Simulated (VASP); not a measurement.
Write the native input for VASP 6.6.1 that does the following.

```
Task                   : single point
Functional             : PBEsol
Potentials or basis    : VASP PAW PBE potentials, release 64 (Ba_sv, S)
Cutoff                 : 520 eV
k mesh                 : 1 × 1 × 12
Occupations            : gaussian, width 0.05 eV
Spin                   : collinear spin, ferromagnetic start
Starting moments       : [0.5, 0.5] μB
Dipole correction      : no
Further INCAR settings : ALGO = Normal; EDIFF = 1e-06; NBANDS = 19
```

The structure of BaS lies in POSCAR:

```
BaS
1.0
    9.0000000000      0.0000000000      0.0000000000
    0.0000000000      9.3000000000      0.0000000000
    0.0000000000      0.0000000000      5.6993413917
Ba S
1 1
Direct
    0.5000000000      0.5000000000      0.0000000000
    0.5000000000      0.5000000000      0.4650000000
```

These files were run (other wordings do the same):

INCAR

```
SYSTEM = BaS
ALGO = Normal
EDIFF = 1E-6
ENCUT = 520
GGA = PS
ISIF = 2
ISMEAR = 0
ISPIN = 2
LASPH = .True.
LCHARG = .False.
LORBIT = 11
LREAL = .False.
LWAVE = .False.
MAGMOM = 0.5 0.5
NBANDS = 19
NELM = 150
PREC = Accurate
SIGMA = 0.05
```

KPOINTS

```
k-points
0
Gamma
  1 1 12
  0 0 0
```

Potentials or basis: VASP PAW PBE potentials, release 64 (Ba_sv, S).

Launch:

```sh
$ cat potpaw_PBE.64/Ba_sv/POTCAR potpaw_PBE.64/S/POTCAR > POTCAR
$ mpirun -np 1 vasp_std > vasp.out
```

It gave:

```yaml
Largest_force: 1.397 eV/Å
Band_gap_on_the_k_mesh: 1.23 eV, direct
Net_moment: 0.00 μB per cell
Valence_electrons_inside_the_program's_atomic_spheres: Ba 7.96; S 3.72
```

Caveat: the PAW data sets were made with another functional, which shifts forces and pressure a little; spin-orbit coupling is left out, which moves the levels of the heavy elements.

Run time: 2.3 min on 1 thread of Intel(R) Xeon(R) 6975P-C (Granite Rapids) (shared host), peak memory 0.68 GiB.
